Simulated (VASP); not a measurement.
# Mg3Mn (Cmmm) in VASP: settings compared

The runs below take Mg3Mn through single point, with revpbe exchange, pbe correlation.

Program: VASP 6.6.1. These are calculated values, not measurements. Logs are shortened: lines on timing, memory, paths and dates and some standing lists are left out, and cuts for length are marked.

## Step 1: The cell of the first run

Symmetry: Cmmm, No. 65, orthorhombic system. The conventional cell has a = 6.062 Å, b = 6.093 Å, c = 4.298 Å, α = 90.00°, β = 90.00°, γ = 90.00°. Mg (site symmetry mmm) has 4 Mn at 3.03 to 3.05 Å and 8 Mg at 3.04 Å within 4.0 Å. Within 4.0 Å of Mg (site symmetry 2/m) lie 8 Mg at 3.03 to 3.05 Å and 4 Mn at 3.04 Å. Within 4.0 Å of Mn (site symmetry mmm) lie 12 Mg at 3.03 to 3.05 Å.

## Step 2: Single point, revpbe exchange, pbe correlation, collinear spin, ferromagnetic start

INCAR reads:

```
SYSTEM = Mg3Mn
ALGO     = Normal         ! electronic algorithm
EDIFF    = 1E-6           ! SCF threshold, eV
ENCUT    = 600            ! plane-wave cutoff, eV
GGA      = LIBXC          ! functional
GGA_COMPAT= .False.      
ISIF     = 2              ! what is computed and relaxed
ISMEAR   = -1             ! smearing method
ISPIN    = 2              ! spin polarisation
LASPH    = .True.         ! aspherical terms in the spheres
LCHARG   = .False.        ! write CHGCAR
LIBXC1   = GGA_X_PBE_R  
LIBXC2   = GGA_C_PBE    
LMAXMIX  = 4              ! l up to which the mixer works
LORBIT   = 11             ! projections on sites
LREAL    = .False.        ! projectors in reciprocal space
LWAVE    = .False.        ! write WAVECAR
MAGMOM   = 0 0 0 4        ! initial moments
NBANDS   = 22             ! bands
NELM     = 200            ! most SCF steps
PREC     = Accurate       ! precision mode
SIGMA    = 0.1            ! smearing width, eV
```

KPOINTS reads:

```
k-points
0
Gamma
  8 8 8
  0 0 0
```

POSCAR reads:

```
Mg3Mn
1.0
    4.2975710000     -0.0107439275      0.0000000000
   -0.0107439275      4.2975710000      0.0000000000
    0.0000000000      0.0000000000      4.2975710000
Mg Mn
3 1
Direct
    0.5000000000      0.5000000000      0.0000000000
    0.5000000000      0.0000000000      0.5000000000
    0.0000000000      0.5000000000      0.5000000000
    0.0000000000      0.0000000000      0.0000000000
```

Potentials or basis: VASP PAW PBE potentials, release 64 (Mg, Mn_pv).

On the command line:

```
$ cat potpaw_PBE.64/Mg/POTCAR potpaw_PBE.64/Mn_pv/POTCAR > POTCAR
$ mpirun -np 1 vasp_std > vasp.out
```

OUTCAR:

```text
SYSTEM = Mg3Mn
   EDIFF = 1E-6
   ENCUT = 600
   GGA = LIBXC
   ISIF = 2
   ISMEAR = -1
   ISPIN = 2
   LASPH = .True.
   LORBIT = 11
   LREAL = .False.
   NELM = 200
   PREC = Accurate

 ion  position               nearest neighbor table
   1  0.500  0.500  0.000-   4 3.03   4 3.03   2 3.04   2 3.04   3 3.04   2 3.04   2 3.04   3 3.04
                             3 3.04   3 3.04   4 3.05   4 3.05
   2  0.500  0.000  0.500-   3 3.03   3 3.03   4 3.04   1 3.04   4 3.04   1 3.04   1 3.04   4 3.04
                             4 3.04   1 3.04   3 3.05   3 3.05
   3  0.000  0.500  0.500-   2 3.03   2 3.03   4 3.04   1 3.04   4 3.04   4 3.04   4 3.04   1 3.04
                             1 3.04   1 3.04   2 3.05   2 3.05
   4  0.000  0.000  0.000-   1 3.03   1 3.03   3 3.04   2 3.04   3 3.04   3 3.04   3 3.04   2 3.04
                             2 3.04   2 3.04   1 3.05   1 3.05

  LATTYP: Found a base centered orthorhombic cell.
 ALAT       =     6.0624889855
 B/A-ratio  =     1.0050125313
 C/A-ratio  =     0.7088789786

  Lattice vectors:

 A1 = (   4.2975710000,  -0.0107439275,   0.0000000000)
 A2 = (  -0.0107439275,   4.2975710000,   0.0000000000)
 A3 = (   0.0000000000,   0.0000000000,   4.2975710000)

Analysis of symmetry for initial positions (statically):
=====================================================================
 Subroutine PRICEL returns:
 Original cell was already a primitive cell.

 Routine SETGRP: Setting up the symmetry group for a
 base centered orthorhombic supercell.

 Subroutine GETGRP returns: Found  8 space group operations
 (whereof  8 operations were pure point group operations)
 out of a pool of  8 trial point group operations.

The static configuration has the point symmetry D_2h.

Analysis of symmetry for dynamics (positions and initial velocities):
=====================================================================
 Subroutine PRICEL returns:
 Original cell was already a primitive cell.

 Routine SETGRP: Setting up the symmetry group for a
 base centered orthorhombic supercell.

 Subroutine GETGRP returns: Found  8 space group operations
 (whereof  8 operations were pure point group operations)
 out of a pool of  8 trial point group operations.

The dynamic configuration has the point symmetry D_2h.

Analysis of structural, dynamic, and magnetic symmetry:
=====================================================================
 Subroutine PRICEL returns:
 Original cell was already a primitive cell.

 Routine SETGRP: Setting up the symmetry group for a
 base centered orthorhombic supercell.

 Subroutine GETGRP returns: Found  8 space group operations
 (whereof  8 operations were pure point group operations)
 out of a pool of  8 trial point group operations.

The overall configuration has the point symmetry D_2h.

 Subroutine INISYM returns: Found  8 space group operations
 (whereof  8 operations are pure point group operations),
 and found     1 'primitive' translations

----------------------------------------------------------------------------------------

                                     Primitive cell

  volume of cell :      79.3718

  direct lattice vectors                    reciprocal lattice vectors
     4.297571000 -0.010743928  0.000000000     0.232691036  0.000581728  0.000000000
    -0.010743928  4.297571000  0.000000000     0.000581728  0.232691036  0.000000000
     0.000000000  0.000000000  4.297571000     0.000000000  0.000000000  0.232689582

  length of vectors
     4.297584430  4.297584430  4.297571000     0.232691764  0.232691764  0.232689582

  position of ions in fractional coordinates (direct lattice)
     0.500000000  0.500000000  0.000000000
     0.500000000  0.000000000  0.500000000
     0.000000000  0.500000000  0.500000000
     0.000000000  0.000000000  0.000000000

  ion indices of the primitive-cell ions
   primitive index   ion index
                 1           1
                 2           2
                 3           3
                 4           4

----------------------------------------------------------------------------------------

 KPOINTS: k-points

Automatic generation of k-mesh.
 Grid dimensions read from file:
 generate k-points for:    8    8    8

 Generating k-lattice:

  Cartesian coordinates                     Fractional coordinates (reciprocal lattice)
     0.029086380  0.000072716  0.000000000     0.125000000  0.000000000  0.000000000
     0.000072716  0.029086380  0.000000000     0.000000000  0.125000000  0.000000000
     0.000000000  0.000000000  0.029086198     0.000000000  0.000000000  0.125000000

  Length of vectors
     0.029086470  0.029086470  0.029086198

  Shift w.r.t. Gamma in fractional coordinates (k-lattice)
     0.000000000  0.000000000  0.000000000

 Subroutine IBZKPT returns following result:
 ===========================================

 Found    105 irreducible k-points:

 Following reciprocal coordinates:
            Coordinates               Weight
  0.000000  0.000000  0.000000      1.000000
  0.125000  0.000000  0.000000      4.000000
  0.250000  0.000000  0.000000      4.000000
  0.375000  0.000000  0.000000      4.000000
  0.500000  0.000000  0.000000      2.000000
  0.125000  0.125000  0.000000      2.000000
[... 16 lines left out ...]
  0.125000  0.000000  0.125000      8.000000
  0.250000  0.000000  0.125000      8.000000
 [... further k-points ...]
   k-points           NKPTS =    105   k-points in BZ     NKDIM =    105   number of bands    NBANDS=     22
   number of dos      NEDOS =    301   number of ions     NIONS =      4
   total plane-waves  NPLWV =  46656
   dimension x,y,z NGX =    36 NGY =   36 NGZ =   36
   dimension x,y,z NGXF=    72 NGYF=   72 NGZF=   72
   ions per type =               3   1
   NGX,Y,Z   is equivalent  to a cutoff of  13.93, 13.93, 13.93 a.u.
   NGXF,Y,Z  is equivalent  to a cutoff of  27.85, 27.85, 27.85 a.u.
 SYSTEM =  Mg3Mn
   PREC   = accura    normal or accurate (medium, high low for compatibility)
   ISTART =      0    job   : 0-new  1-cont  2-samecut
   ICHARG =      2    charge: 1-file 2-atom 10-const
   ISPIN  =      2    spin polarized calculation?
   LNONCOLLINEAR =      F non collinear calculations
   LSORBIT =      F    spin-orbit coupling
   LASPH  =      T    aspherical Exc in radial PAW
   ENCUT  =  600.0 eV  44.10 Ry    6.64 a.u.   8.58  8.58  8.58*2*pi/ulx,y,z
   NELM   =    200;   NELMIN=  2; NELMDL= -5     # of ELM steps
   EDIFF  = 0.1E-05   stopping-criterion for ELM
   LREAL  =      F    real-space projection
   EDIFFG = 0.1E-04   stopping-criterion for IOM
   NSW    =      0    number of steps for IOM
   IBRION =     -1    ionic relax: 0-MD 1-quasi-New 2-CG
   NFREE  =      0    steps in history (QN), initial steepest desc. (CG)
   ISIF   =      2    stress and relaxation
   ISYM   =      2    0-nonsym 1-usesym 2-fastsym
   POTIM  = 0.5000    time-step for ionic-motion
   TEBEG  =    0.0;   TEEND  =   0.0 temperature during run
   PSTRESS=    0.0 pullay stress
   NELECT =      19.0000    total number of electrons
   NUPDOWN=      -1.0000    fix difference up-down
   EMIN   =  10.00;   EMAX   =-10.00  energy-range for DOS
   EFERMI =   0.00;   METHOD = LEGACY
   ISMEAR =    -1;   SIGMA  =   0.10  broadening in eV -4-tet -1-fermi 0-gaus
   EFERMI_NEDOS =   21; number of points for ismear=-14 and -15
   IALGO  =     38    algorithm
   IMIX   =      4    mixing-type and parameters
     AMIX     =   0.40;   BMIX     =  1.00
     AMIX_MAG =   1.60;   BMIX_MAG =  1.00
  volume/ion in A,a.u.               =      19.84       133.91
  Fermi-wavevector in a.u.,A,eV,Ry     =   1.016492  1.920891 14.058295  1.033256
  Thomas-Fermi vector in A             =   2.149838
   LORBIT       =     11    0 simple, 1 ext, 2 COOP (PROOUT), +10 PAW based schemes
   GGA     = LIBXC    functional components
   LHFCALC =     F    Hartree Fock is set to
   AEXX    =    0.0000 exact exchange contribution
   IVDW    =     0    specifies the selected vdW correction
   LEPSILON=     F    determine dielectric tensor
   LRPA    =     F    only Hartree local field effects (RPA)
 spin polarized calculation
  energy-cutoff  :      600.00
  volume of cell :       79.37
 maximum number of plane-waves:      2672
 NGX is ok and might be reduce to    36
   NGX = 17   NGY = 17   NGZ = 17

 number of electron      18.9999999 magnetization       3.5904618

 Free energy of the ion-electron system (eV)
  ---------------------------------------------------
  ext. energy  EPLUGINS =         0.00000000
  ---------------------------------------------------
  free energy    TOTEN  =       -12.12095578 eV

  energy without entropy =      -12.02934885  energy(sigma->0) =      -12.07515231

 E-fermi :   3.7176     XC(G=0):  -9.2601

 val. band max:        3.7169555878   @ k =   0.2500   0.2500   0.3750
 cond. band min:       3.7183998484   @ k =  -0.3750   0.2500   0.2500
 fundamental gap:      0.0014442606
 Fermi energy:         3.7176146655

 spin component 1

 k-point     1 :       0.0000    0.0000    0.0000
  band No.  band energies     occupation
      1     -46.2068      1.00000
      2     -46.2061      1.00000
      3     -46.2053      1.00000
      4      -3.4535      1.00000
      5       0.8312      1.00000
      6       0.8312      1.00000
[... 13 lines left out ...]
     20      12.0192      0.00000
     21      12.0421      0.00000

 k-point     2 :       0.1250    0.0000    0.0000
  band No.  band energies     occupation
      1     -46.2068      1.00000
      2     -46.2061      1.00000
      3     -46.2054      1.00000
      4      -3.3236      1.00000
      5       0.8047      1.00000
      6       0.8457      1.00000
[... 520 lines left out ...]
 k-point    24 :       0.2500    0.0000    0.1250
  band No.  band energies     occupation
      1     -46.2069      1.00000
      2     -46.2061      1.00000
      3     -46.2054      1.00000
      4      -2.8090      1.00000
      5       0.5651      1.00000
      6       0.8738      1.00000
[... 13 lines left out ...]
     20      11.5337      0.00000
     21      11.9474      0.00000

 [... further k-points ...]

 spin component 2

 k-point     1 :       0.0000    0.0000    0.0000
  band No.  band energies     occupation
      1     -42.3619      1.00000
      2     -42.3617      1.00000
      3     -42.3615      1.00000
      4      -3.3865      1.00000
      5       3.1312      0.99717
      6       3.1313      0.99717
[... 13 lines left out ...]
     20      11.9202      0.00000
     21      11.9358      0.00000

 k-point     2 :       0.1250    0.0000    0.0000
  band No.  band energies     occupation
      1     -42.3620      1.00000
      2     -42.3617      1.00000
      3     -42.3616      1.00000
      4      -3.2570      1.00000
      5       2.3580      1.00000
      6       3.1827      0.99527
[... 520 lines left out ...]
 k-point    24 :       0.2500    0.0000    0.1250
  band No.  band energies     occupation
      1     -42.3621      1.00000
      2     -42.3618      1.00000
      3     -42.3616      1.00000
      4      -2.7431      1.00000
      5       1.1297      1.00000
      6       2.6974      0.99996
[... 13 lines left out ...]
     20      11.8273      0.00000
     21      12.0725      0.00000

 [... further k-points ...]

 [bands above 21 left out]

------------------------ aborting loop because EDIFF is reached ----------------------------------------

  FORCE on cell =-STRESS in cart. coord.  units (eV):
  Direction    XX          YY          ZZ          XY          YZ          ZX
  --------------------------------------------------------------------------------------
  -------------------------------------------------------------------------------------
  Total        0.6611803      0.6611803      0.6605261      0.1207820      0.0000000      0.0000000
  in kB       13.3463957     13.3463957     13.3331915      2.4380706      0.0000000      0.0000000
  external PRESSURE =      13.3419943 kB  Pullay stress =       0.0000000 kB

 VOLUME and BASIS-vectors are now :
 -----------------------------------------------------------------------------
  energy-cutoff  :      600.00
  volume of cell :       79.37
      direct lattice vectors                 reciprocal lattice vectors
     4.297571000 -0.010743928  0.000000000     0.232691036  0.000581728  0.000000000
    -0.010743928  4.297571000  0.000000000     0.000581728  0.232691036  0.000000000
     0.000000000  0.000000000  4.297571000     0.000000000  0.000000000  0.232689582

 POSITION                                       TOTAL-FORCE (eV/Angst)
 -----------------------------------------------------------------------------------
      2.14341      2.14341      0.00000         0.000000      0.000000      0.000000
      2.14879     -0.00537      2.14879        -0.000000      0.000000      0.000000
     -0.00537      2.14879      2.14879        -0.000000      0.000000      0.000000
      0.00000      0.00000      0.00000        -0.000000      0.000000      0.000000
 -----------------------------------------------------------------------------------
    total drift:                               -0.000000     -0.000000     -0.000000

  FREE ENERGIE OF THE ION-ELECTRON SYSTEM (eV)
  ---------------------------------------------------
  free  energy   TOTEN  =       -12.1209557782 eV

  energy  without entropy=      -12.0293488499  energy(sigma->0) =      -12.07515231

 total charge

# of ion       s       p       d       tot
------------------------------------------
    1        0.207   0.146   0.016   0.368
    2        0.207   0.146   0.016   0.368
    3        0.207   0.146   0.016   0.368
    4        0.294   6.152   4.957  11.403
--------------------------------------------------
tot          0.914   6.591   5.003  12.508

 magnetization (x)

# of ion       s       p       d       tot
------------------------------------------
    1       -0.017  -0.011  -0.000  -0.029
    2       -0.017  -0.011  -0.000  -0.029
    3       -0.017  -0.011  -0.000  -0.029
    4        0.061   0.026   3.587   3.673
--------------------------------------------------
tot          0.009  -0.009   3.586   3.586
```

Wall time 3.6 min (1 thread of AMD EPYC 9R45 (Zen 5), shared host); peak memory 0.45 GiB.

What came out:

| Property | Result |
| --- | --- |
| Free energy | -12.1210 eV |
| Pressure | 1.3 GPa |
| Net moment | 3.59 μB per cell |
| Site moments | Mg -0.03; Mn +3.67 μB |
| Valence electrons inside the program's atomic spheres | Mg 0.37; Mn 11.40 |

Caveat: the PAW data sets were made with another functional, which shifts forces and pressure a little.

## Step 3: Single point, revpbe exchange, pbe correlation, collinear spin, ferromagnetic start

INCAR reads:

```
PREC = Accurate
ENCUT = 600
EDIFF = 1E-6
ISMEAR = -1
SIGMA = 0.1
LREAL = False
LASPH = True
NELM = 200
ALGO = Normal
ISIF = 2
LWAVE = False
LCHARG = True
ISPIN = 2
MAGMOM = 0 0 0 4
LORBIT = 11
LMAXMIX = 4
GGA = LIBXC
LIBXC1 = GGA_X_PBE_R
LIBXC2 = GGA_C_PBE
LELF = True
LVHAR = True
NBANDS = 22
GGA_COMPAT = False
```

KPOINTS reads:

```
Automatic mesh
0
Gamma
  8 8 8
```

Edit POSCAR of step 2 so:

```diff
@@ -2,4 +2,4 @@
 1.0
-    4.2975710000     -0.0107439275      0.0000000000
-   -0.0107439275      4.2975710000      0.0000000000
+    4.2975710000      0.0214878550      0.0000000000
+    0.0214878550      4.2975710000      0.0000000000
     0.0000000000      0.0000000000      4.2975710000
```

Potentials or basis: VASP PAW PBE potentials, release 64 (Mg, Mn_pv).

On the command line:

```
$ cat potpaw_PBE.64/Mg/POTCAR potpaw_PBE.64/Mn_pv/POTCAR > POTCAR
$ mpirun -np 1 vasp_std > vasp.out
```

Wall time 3.9 min (1 thread of AMD EPYC 9R45 (Zen 5), shared host); peak memory 0.45 GiB.

The run converged. Its results:

- Free energy: -12.1200 eV
- Pressure: 1.3 GPa
- Net moment: 3.59 μB per cell
- Site moments: Mg -0.03; Mn +3.67 μB
- Valence electrons inside the program's atomic spheres: Mg 0.37; Mn 11.40

Stress tensor (GPa, compression positive):
```
 1.34 -0.49  0.00
-0.49  1.34  0.00
 0.00  0.00  1.33
```

Levels at points of the mesh, in eV from the Fermi level:
Spin up:
| k point | band 8 | band 9 | band 10 | band 11 | band 12 | band 13 | band 14 | band 15 |
| --- | --- | --- | --- | --- | --- | --- | --- | --- |
| (0.00, 0.00, 0.00) | -2.38 | -2.38 | 0.25 | 0.26 | 0.26 | 1.05 | 3.03 | 3.03 |
| (0.50, 0.00, 0.00) | -2.60 | -2.35 | -2.21 | 2.11 | 2.12 | 2.36 | 2.86 | 2.86 |
| (0.50, 0.50, 0.00) | -2.53 | -2.53 | -2.24 | -2.02 | -1.39 | 3.71 | 4.01 | 5.06 |
| (0.00, 0.00, 0.50) | -2.60 | -2.35 | -2.21 | 2.11 | 2.14 | 2.35 | 2.83 | 2.89 |
| (0.50, 0.00, 0.50) | -2.53 | -2.53 | -2.24 | -2.02 | -1.39 | 3.71 | 4.00 | 5.10 |
| (0.50, 0.50, 0.50) | -2.23 | -1.74 | -1.36 | -1.33 | -1.30 | -1.01 | 0.60 | 0.64 |
Spin down:
```tsv
k point	band 5	band 6	band 7	band 8	band 9	band 10
(0.00, 0.00, 0.00)	-0.59	-0.59	0.29	0.29	0.30	0.82
(0.50, 0.00, 0.00)	-4.98	-0.20	-0.02	-0.02	0.90	1.21
(0.50, 0.50, 0.00)	-3.11	-3.03	-2.90	0.35	0.36	1.09
(0.00, 0.00, 0.50)	-4.98	-0.20	-0.03	-0.02	0.90	1.21
(0.50, 0.00, 0.50)	-3.07	-3.07	-2.90	0.35	0.36	1.09
(0.50, 0.50, 0.50)	-1.75	-1.73	-1.69	-1.35	-1.32	-1.29
```

Caveat: the PAW data sets were made with another functional, which shifts forces and pressure a little.
